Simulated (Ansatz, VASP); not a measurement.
# One calculation of Si2Sn, two programs

```
Si Sn
1.0
     0.00000    3.28965    3.28965
     3.28965    0.00000    3.28965
     3.28965    3.28965    0.00000
Si Sn
2 1
Direct
  0.25000 0.25000 0.25000
  0.75000 0.75000 0.75000
  0.00000 0.00000 0.00000
```

Alike in both runs: functional PBE; k mesh 6 × 6 × 6; occupations gaussian, width 0.1 eV; no spin polarisation.

Ansatz relaxed the structure, and its values are those at the end. VASP's run is a single point on that final structure, the one shown.

|  | VASP | Ansatz |
| --- | --- | --- |
| version | VASP 6.6.1 | Ansatz 0.2.0 |
| potentials or method | VASP PAW PBE potentials, release 64 (Si, Sn_d), cutoff 500 eV | scalar-relativistic, plane waves, PAW |
| valence electrons in the cell | 22 | 22 |

|  | VASP | Ansatz | Ansatz less VASP |
| --- | --- | --- | --- |
| gap on the k mesh at the Fermi level (eV) | none | none | - |
| pressure (GPa) | 0.0 | 0.0 | +0.03 |

A gap of «none» marks a metal or a gap that the smearing closes.
